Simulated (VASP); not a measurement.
Here is a VASP 6.6.1 calculation.

Contents of INCAR:

```
SYSTEM = CdTe
  PREC = Accurate
  ENCUT = 520
  EDIFF = 1E-7
  ISMEAR = 0
  SIGMA = 0.05
  LREAL = .False.
  LASPH = .True.
  NELM = 80
  ALGO = Normal
  ISIF = 2
  LWAVE = .False.
  LCHARG = .True.
  LDIPOL = .True.
  IDIPOL = 3
  DIPOL = 0.5 0.5 0.496
  GGA = PE
  LELF = .True.
  LVHAR = .True.
  LVACPOTAV = .True.
  NBANDS = 66
```

File KPOINTS:

```
Automatic mesh
0
Gamma
  2 3 1
  0 0 0
```

POSCAR

```
CdTe
1.0
    9.3583791606      0.0000000000      0.0000000000
    0.0000000000      6.6173733654      0.0000000000
    0.0000000000      0.0000000000     20.6791895803
Cd Te
6 6
Direct
    0.2500000000      0.5000000000      0.3868623559
    0.7500000000      0.5000000000      0.3868623559
    0.5000000000      0.0509734086      0.5091701905
    0.0000000000      0.0509734086      0.5091701905
    0.7500000000      0.4747701235      0.5798260154
    0.2500000000      0.4747701235      0.5798260154
    0.5000000000      0.2500000000      0.3868623559
    0.0000000000      0.2500000000      0.3868623559
    0.7500000000      0.7966127080      0.4897422534
    0.2500000000      0.7966127080      0.4897422534
    0.0000000000      0.2816062155      0.6240301030
    0.5000000000      0.2816062155      0.6240301030
```

Potentials or basis: VASP PAW PBE potentials, release 64 (Cd, Te).

Command:

```console
$ cat potpaw_PBE.64/Cd/POTCAR potpaw_PBE.64/Te/POTCAR > POTCAR
$ mpirun -np 1 vasp_std > vasp.out
```

(1) Estimate the largest force.

(2) Predict the band gap on the k mesh.

## Answers

(1) 0.795 eV/Å.

(2) 1.13 eV.

Caveat: spin-orbit coupling is left out, which moves the levels of the heavy elements.
